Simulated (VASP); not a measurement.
Write the native input for VASP 6.6.1 that does the following.

- Task: single point
- Functional: PBEsol
- Potentials or basis: VASP PAW PBE potentials, release 64 (Mn_pv, S)
- Cutoff: 520 eV
- k mesh: 7 × 6 × 7
- Occupations: methfessel-paxton, width 0.1 eV
- Spin: collinear spin, ferromagnetic start
- Starting moments: [5.2, 0.0] μB
- Hubbard terms: Mn d U = 2.9 eV, J = 0.9 eV
- Dipole correction: no
- LDAUTYPE: 1
- Hund's J: 0.9
- Further INCAR settings: ALGO = Normal; EDIFF = 1e-06; NBANDS = 20

The structure of MnS lies in POSCAR:

```
MnS
1.0
    3.0095500000      0.0539100000     -0.0023200000
    0.0539100000      3.0596700000      0.0029700000
   -0.0023200000      0.0029700000      3.0339900000
Mn S
1 1
Direct
    0.4919700000      0.4549900000      0.4945000000
    0.9935119035      0.0275407168      0.0065212995
```

These files were run (other wordings do the same):

INCAR

```
PREC = Accurate ; ENCUT = 520
EDIFF = 1E-6 ; ISMEAR = 1
SIGMA = 0.1 ; LREAL = False
LASPH = True ; NELM = 150
ALGO = Normal ; ISIF = 2
LWAVE = False ; LCHARG = False
ISPIN = 2 ; MAGMOM = 5.2 0
LORBIT = 11 ; LMAXMIX = 4
LDAU = True ; LDAUTYPE = 1
LDAUL = 2 -1 ; LDAUU = 2.9 0
LDAUJ = 0.9 0 ; LDAUPRINT = 1
GGA = PS ; NBANDS = 20
```

KPOINTS

```
regular mesh
0
Gamma
  7 6 7
```

Potentials or basis: VASP PAW PBE potentials, release 64 (Mn_pv, S).

Command:

```bash
$ cat potpaw_PBE.64/Mn_pv/POTCAR potpaw_PBE.64/S/POTCAR > POTCAR
$ mpirun -np 1 vasp_std > vasp.out
```

It gave:

| Property | Result |
| --- | --- |
| Pressure | 11.1 GPa |
| Largest force | 0.408 eV/Å |
| Net moment | 4.14 μB per cell |
| Site moments | Mn +4.00; S -0.03 μB |
| Valence electrons inside the program's atomic spheres | Mn 11.48; S 3.71 |

Caveat: the cell stands under pressure; the PAW data sets were made with another functional, which shifts forces and pressure a little; a cell with one magnetic atom can't hold antiferromagnetic order, which such compounds often take.

Wall time 67 s on 1 thread of AMD EPYC 9R45 96-Core Processor (Zen 5), on a shared host, peak memory 0.21 GiB.
